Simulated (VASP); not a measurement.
# CdS (Fm-3m) in VASP: settings compared, part 2 of 2

VASP 6.6.1. Earlier steps stand in the parts before.

**3. Single point, PBE0**

The input, POSCAR:

```
CdS
1.0
    0.0000000000      2.7532440000      2.7532440000
    2.7532440000      0.0000000000      2.7532440000
    2.7532440000      2.7532440000      0.0000000000
Cd S
1 1
Direct
    0.0000000000      0.0000000000      0.0000000000
    0.5000000000      0.5000000000      0.5000000000
```

The input, INCAR.step1:

```
ALGO     = Normal         # electronic algorithm
EDIFF    = 1E-5           # SCF threshold, eV
ENCUT    = 400            # plane-wave cutoff, eV
GGA      = PE             # functional
GGA_COMPAT= F            
ISIF     = 2              # what is computed and relaxed
ISMEAR   = -1             # smearing method
LASPH    = T              # aspherical terms in the spheres
LCHARG   = F              # write CHGCAR
LREAL    = F              # projectors in reciprocal space
LWAVE    = T              # write WAVECAR
NBANDS   = 16             # bands
NELM     = 120            # most SCF steps
PREC     = Accurate       # precision mode
SIGMA    = 0.1            # smearing width, eV
```

The input, INCAR.step2:

```
AEXX     = 0.25           # exact-exchange fraction
ALGO     = Normal         # electronic algorithm
EDIFF    = 1E-6           # SCF threshold, eV
ENCUT    = 400            # plane-wave cutoff, eV
GGA      = PE             # functional
GGA_COMPAT= F            
ISIF     = 2              # what is computed and relaxed
ISMEAR   = -1             # smearing method
ISTART   = 1            
LASPH    = T              # aspherical terms in the spheres
LCHARG   = F              # write CHGCAR
LHFCALC  = T              # exact exchange
LREAL    = F              # projectors in reciprocal space
LWAVE    = F              # write WAVECAR
NBANDS   = 16             # bands
NELM     = 120            # most SCF steps
PREC     = Accurate       # precision mode
PRECFOCK = Normal       
SIGMA    = 0.1            # smearing width, eV
```

The input, KPOINTS:

```
k-points
0
Gamma
  4 4 4
```

Potentials or basis: VASP PAW PBE potentials, release 64 (Cd, S).

Command:

```bash
cat potpaw_PBE.64/Cd/POTCAR potpaw_PBE.64/S/POTCAR > POTCAR
cp INCAR.step1 INCAR
mpirun -np 1 vasp_std > vasp.out
cp INCAR.step2 INCAR
mpirun -np 1 vasp_std > vasp.out
```

OUTCAR:

```text
AEXX = 0.25
   EDIFF = 1E-6
   ENCUT = 400
   GGA = PE
   ISIF = 2
   ISMEAR = -1
   ISTART = 1
   LASPH = T
   LHFCALC = T
   LREAL = F
   NELM = 120
   PREC = Accurate
   PRECFOCK = Normal

 ion  position               nearest neighbor table
   1  0.000  0.000  0.000-   2 2.75   2 2.75   2 2.75   2 2.75   2 2.75   2 2.75
   2  0.500  0.500  0.500-   1 2.75   1 2.75   1 2.75   1 2.75   1 2.75   1 2.75

  LATTYP: Found a face centered cubic cell.
 ALAT       =     5.5064880000

  Lattice vectors:

 A1 = (   0.0000000000,   2.7532440000,   2.7532440000)
 A2 = (   2.7532440000,   0.0000000000,   2.7532440000)
 A3 = (   2.7532440000,   2.7532440000,   0.0000000000)

Analysis of symmetry for initial positions (statically):
=====================================================================
 Subroutine PRICEL returns:
 Original cell was already a primitive cell.

 Routine SETGRP: Setting up the symmetry group for a
 face centered cubic supercell.

 Subroutine GETGRP returns: Found 48 space group operations
 (whereof 48 operations were pure point group operations)
 out of a pool of 48 trial point group operations.

The static configuration has the point symmetry O_h .

Analysis of symmetry for dynamics (positions and initial velocities):
=====================================================================
 Subroutine PRICEL returns:
 Original cell was already a primitive cell.

 Routine SETGRP: Setting up the symmetry group for a
 face centered cubic supercell.

 Subroutine GETGRP returns: Found 48 space group operations
 (whereof 48 operations were pure point group operations)
 out of a pool of 48 trial point group operations.

The dynamic configuration has the point symmetry O_h .

 Subroutine INISYM returns: Found 48 space group operations
 (whereof 48 operations are pure point group operations),
 and found     1 'primitive' translations

[... 103 lines left out ...]
   LHFCALC =     T    Hartree Fock is set to
   PRECFOCK=normal    Normal, Fast or Accurate (Low or Medium for compatibility)
   ENCUT4O =  -1.0   cutoff for four orbital integrals eV
   NKREDX  =     1    reduce k-point grid by
   NKREDY  =     1    reduce k-point grid by
   NKREDZ  =     1    reduce k-point grid by
   AEXX    =    0.2500 exact exchange contribution
   HFSCREEN=    0.0000 screening length (either q_TF or 0.3 A-1)
   HFSCREENC=   0.0000 screening length for correlation (either q_TF or 0.3 A-1)
   ENCUTFOCK=  -1.0 apply spherical cutoff to Coloumb kernel
   IVDW    =     0    specifies the selected vdW correction
   LEPSILON=     F    determine dielectric tensor
   LRPA    =     F    only Hartree local field effects (RPA)
 non-spin polarized calculation
  energy-cutoff  :      400.00
  volume of cell :       41.74
 maximum number of plane-waves:       769
 NGX is ok and might be reduce to    28
  NGX = 20; NGY = 20; NGZ = 20

 number of electron      17.9999990 magnetization

 Free energy of the ion-electron system (eV)
  ---------------------------------------------------
  ext. energy  EPLUGINS =         0.00000000
  ---------------------------------------------------
  free energy    TOTEN  =        -7.88787656 eV

  energy without entropy =       -7.88785233  energy(sigma->0) =       -7.88786445

 E-fermi :   2.7590     XC(G=0):  -8.1196

 val. band max:        1.7203432349   @ k =   0.5000   0.0000   0.0000
 cond. band min:       3.6636437852   @ k =   0.5000   0.5000   0.0000
 fundamental gap:      1.9433005503
 Fermi energy:         2.7589891735

 k-point     1 :       0.0000    0.0000    0.0000
  band No.  band energies     occupation
      1     -12.2119      2.00000
      2      -7.1469      2.00000
      3      -7.1469      2.00000
      4      -7.1223      2.00000
      5      -7.1223      2.00000
      6      -7.1223      2.00000
[... 129 lines left out ...]
      3      -7.1109      2.00000
      4      -7.1109      2.00000
      5      -6.8716      2.00000
      6      -6.3313      2.00000
[... 8 lines left out ...]
     15      16.8647      0.00000
     16      18.6748      0.00000

------------------------ aborting loop because EDIFF is reached ----------------------------------------

  FORCE on cell =-STRESS in cart. coord.  units (eV):
  Direction    XX          YY          ZZ          XY          YZ          ZX
  --------------------------------------------------------------------------------------
  -------------------------------------------------------------------------------------
  Total       -0.6185927     -0.6185927     -0.6185927     -0.0000000     -0.0000000      0.0000000
  in kB      -23.7438559    -23.7438559    -23.7438559     -0.0000000     -0.0000000      0.0000000
  external PRESSURE =     -23.7438559 kB  Pullay stress =       0.0000000 kB

 VOLUME and BASIS-vectors are now :
 -----------------------------------------------------------------------------
  energy-cutoff  :      400.00
  volume of cell :       41.74
      direct lattice vectors                 reciprocal lattice vectors
     0.000000000  2.753244000  2.753244000    -0.181603955  0.181603955  0.181603955
     2.753244000  0.000000000  2.753244000     0.181603955 -0.181603955  0.181603955
     2.753244000  2.753244000  0.000000000     0.181603955  0.181603955 -0.181603955

 POSITION                                       TOTAL-FORCE (eV/Angst)
 -----------------------------------------------------------------------------------
      0.00000      0.00000      0.00000         0.000000      0.000000     -0.000000
      2.75324      2.75324      2.75324        -0.000000      0.000000      0.000000
 -----------------------------------------------------------------------------------
    total drift:                                0.000000     -0.000000      0.000000

  FREE ENERGIE OF THE ION-ELECTRON SYSTEM (eV)
  ---------------------------------------------------
  free  energy   TOTEN  =        -7.8878765617 eV

  energy  without entropy=       -7.8878523326  energy(sigma->0) =       -7.88786445
```

OSZICAR.step1:

```text
N       E                     dE             d eps       ncg     rms          rms(c)
DAV:   1     0.923786229047E+02    0.92379E+02   -0.78449E+03   272   0.833E+02
DAV:   2    -0.343225277108E+01   -0.95811E+02   -0.90647E+02   312   0.236E+02
DAV:   3    -0.640532427846E+01   -0.29731E+01   -0.29694E+01   312   0.444E+01
DAV:   4    -0.641828009687E+01   -0.12956E-01   -0.12954E-01   312   0.294E+00
DAV:   5    -0.641839933302E+01   -0.11924E-03   -0.11924E-03   312   0.268E-01    0.716E+00
DAV:   6    -0.583134142971E+01    0.58706E+00   -0.87739E-01   320   0.114E+01    0.609E+00
DAV:   7    -0.580782791605E+01    0.23514E-01   -0.17070E-01   272   0.295E+00    0.315E+00
DAV:   8    -0.580727743792E+01    0.55048E-03   -0.21330E-02   288   0.179E+00    0.350E-01
DAV:   9    -0.580661267080E+01    0.66477E-03   -0.36057E-03   304   0.766E-01    0.731E-02
DAV:  10    -0.580661671345E+01   -0.40427E-05   -0.42792E-04   304   0.207E-01    0.534E-02
DAV:  11    -0.580665345762E+01   -0.36744E-04   -0.61856E-05   296   0.624E-02    0.391E-02
DAV:  12    -0.580664673586E+01    0.67218E-05   -0.35836E-05   304   0.418E-02
   1 F= -.58066467E+01 E0= -.57961455E+01  d E =-.210026E-01
```

Wall time 7 min (1 thread of Intel Xeon 8259CL, shared host); peak memory 0.17 GiB.

Results:

```yaml
Free_energy: -7.8879 eV
Pressure: -2.4 GPa
Band_gap_on_the_k_mesh: 1.94 eV (least direct gap 3.28 eV)
```

Caveat: the k points lie up to 0.49 Å⁻¹ apart; the PAW data sets were made with another functional, which shifts forces and pressure a little. A k mesh can miss the band edges.

The gap in the log of VASP goes by the Fermi energy; the results here count the filled bands.